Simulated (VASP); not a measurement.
## SrO: single point with PBEsol

SrO:

```
Sr O
1.0
    -0.02899    2.55795    2.55795
     2.55795   -0.02899    2.55795
     2.55795    2.55795   -0.02899
Sr O
1 1
Cartesian
  0.0000 0.0000 0.0000
  2.5435 2.5435 2.5435
```

This cell differs from its parent crystal: strained cell.

| Property | Result |
| --- | --- |
| Program | VASP 6.6.1 |
| Task | single point |
| Functional | PBEsol |
| Potentials or basis | VASP PAW PBE potentials, release 64 (Sr_sv, O) |
| Cutoff | 600 eV |
| k mesh | 6 × 6 × 6 |
| Occupations | gaussian, width 0.02 eV |
| Spin | no spin polarisation |

```
Pressure               : -0.7 GPa
Band gap on the k mesh : 3.13 eV (least direct gap 3.23 eV)
```

Stress tensor (GPa, compression positive):
```
-0.68  0.60  0.60
 0.60 -0.68  0.60
 0.60  0.60 -0.68
```

Levels at points of the mesh, in eV from the valence-band top:
```
           k point  band 5  band 6  band 7  band 8  band 9  band 10  band 11  band 12
(0.00, 0.00, 0.00)  -13.92   -0.04   -0.04    0.00    3.78     6.06     6.06     6.28
(0.50, 0.00, 0.00)  -12.72   -2.25   -1.20   -1.12    6.44     8.24     8.67     8.90
(0.50, 0.50, 0.00)  -14.29   -0.47   -0.13   -0.10    3.13     7.72    10.15    10.18
(0.50, 0.50, 0.50)  -12.77   -2.25   -1.22   -1.22    6.50     8.28     8.89     8.89
```

Wall time 40 s on 1 thread of Intel Xeon 8259CL, on a shared host, peak memory 0.18 GiB.

Caveat: the cell differs from its parent crystal (strained cell); the PAW data sets were made with another functional, which shifts forces and pressure a little. A k mesh can miss the band edges.
